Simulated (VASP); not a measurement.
Ag: single point with r2SCAN0

Ag:

```xyz
1
Lattice="0.0000 2.0010 2.0010 2.0010 0.0000 2.0010 2.0010 2.0010 0.0000" Properties=species:S:1:pos:R:3 pbc="T T T"
Ag    0.0000    0.0000    0.0000
```

```yaml
Program: VASP 6.6.1
Task: single point
Functional: r2SCAN0
Potentials_or_basis: VASP PAW PBE potentials, release 64 (Ag)
Cutoff: 520 eV
k_mesh: 6 × 6 × 6
Occupations: fermi-dirac, width 0.05 eV
Spin: no spin polarisation
```

```yaml
Pressure: 11.4 GPa
Band_gap_on_the_k_mesh: zero (an odd number of electrons rules out a gap without spin polarisation)
```

Levels at points of the mesh, in eV from the Fermi level:
| k point | band 2 | band 3 | band 4 | band 5 | band 6 | band 7 | band 8 | band 9 | band 10 | band 11 |
| --- | --- | --- | --- | --- | --- | --- | --- | --- | --- | --- |
| (0.00, 0.00, 0.00) | -6.71 | -6.71 | -6.71 | -5.49 | -5.49 | 18.32 | 22.57 | 22.57 | 22.57 | 27.44 |
| (0.50, 0.00, 0.00) | -6.75 | -6.75 | -4.46 | -4.46 | -0.52 | 5.33 | 17.48 | 21.09 | 21.09 | 26.37 |
| (0.50, 0.50, 0.00) | -8.49 | -4.55 | -4.17 | -4.17 | 2.70 | 8.96 | 13.05 | 13.05 | 20.25 | 20.48 |

It took 9 min on 1 thread of Intel(R) Xeon(R) Platinum 8488C (Sapphire Rapids) (shared host), peak memory 0.16 GiB.

Caveat: the k points lie up to 0.45 Å⁻¹ apart, too coarse for converged energies and pressures of a metal; the PAW data sets were made with another functional, which shifts forces and pressure a little.
